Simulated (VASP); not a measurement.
Wanted: the native input for a VASP 6.6.1 run.

```
Task                   : single point
Functional             : PBEsol
Potentials or basis    : VASP PAW PBE potentials, release 64 (K_sv)
Cutoff                 : 520 eV
k mesh                 : 7 × 7 × 7
Occupations            : fermi-dirac, width 0.05 eV
Spin                   : no spin polarisation
Dipole correction      : no
Further INCAR settings : ALGO = Normal; EDIFF = 1e-06; NBANDS = 10
```

The structure of K lies in POSCAR:

```
K
1.0
   -2.3512039101      2.3512039101      2.3512039101
    2.3512039101     -2.3512039101      2.3512039101
    2.3512039101      2.3512039101     -2.3512039101
K
1
Direct
    0.0000000000      0.0000000000      0.0000000000
```

One way to write it, as run:

INCAR

```
  PREC = Accurate
  ENCUT = 520
  EDIFF = 1E-6
  ISMEAR = -1
  SIGMA = 0.05
  LREAL = F
  LASPH = T
  NELM = 100
  ALGO = Normal
  ISIF = 2
  LWAVE = F
  LCHARG = T
  GGA = PS
  LELF = T
  LVHAR = T
  NBANDS = 10
```

KPOINTS

```
regular mesh
0
Gamma
  7 7 7
```

Potentials or basis: VASP PAW PBE potentials, release 64 (K_sv).

Command:

```bash
$ cat potpaw_PBE.64/K_sv/POTCAR > POTCAR
$ mpirun -np 1 vasp_std > vasp.out
```

Results of the run:

* Pressure: 2.0 GPa

Caveat: the PAW data sets were made with another functional, which shifts forces and pressure a little.

It took 5.6 s on 1 thread of Intel(R) Xeon(R) 6975P-C (Granite Rapids), on a shared host, peak memory 0.16 GiB.
